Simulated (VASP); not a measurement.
# Pd: single point with PBEsol

Pd:

```
CELL_PARAMETERS angstrom
0.00000 1.93692 1.93692
1.93692 0.00000 1.93692
1.93692 1.93692 0.00000
ATOMIC_POSITIONS crystal
Pd 0.00000 0.00000 0.00000
```

```json
{
 "Program": "VASP 6.6.1",
 "Task": "single point",
 "Functional": "PBEsol",
 "Potentials or basis": "VASP PAW PBE potentials, release 64 (Pd)",
 "Cutoff": "520 eV",
 "k mesh": "10 × 10 × 10",
 "Occupations": "methfessel-paxton, width 0.05 eV",
 "Spin": "no spin polarisation"
}
```

* Pressure: -0.3 GPa
* Band gap on the k mesh: zero (band 5 reaches 10.19 eV, above the bottom of band 6 at 8.58 eV)

Levels at points of the mesh, in eV from the Fermi level:
```csv
k point,band 1,band 2,band 3,band 4,band 5,band 6,band 7,band 8,band 9,band 10
"(0.00, 0.00, 0.00)",-7.38,-2.94,-2.94,-2.94,-1.27,-1.27,17.11,21.96,21.96,21.96
"(0.50, 0.00, 0.00)",-5.48,-2.98,-2.98,-0.03,-0.03,0.86,7.37,16.47,21.13,21.13
"(0.50, 0.50, 0.00)",-5.57,-5.27,-0.05,0.29,0.29,3.23,10.85,13.17,13.17,21.68
```

Run time: 7.4 s on 1 thread of Intel Xeon 8259CL, on a shared host, peak memory 0.13 GiB.

Caveat: the PAW data sets were made with another functional, which shifts forces and pressure a little.
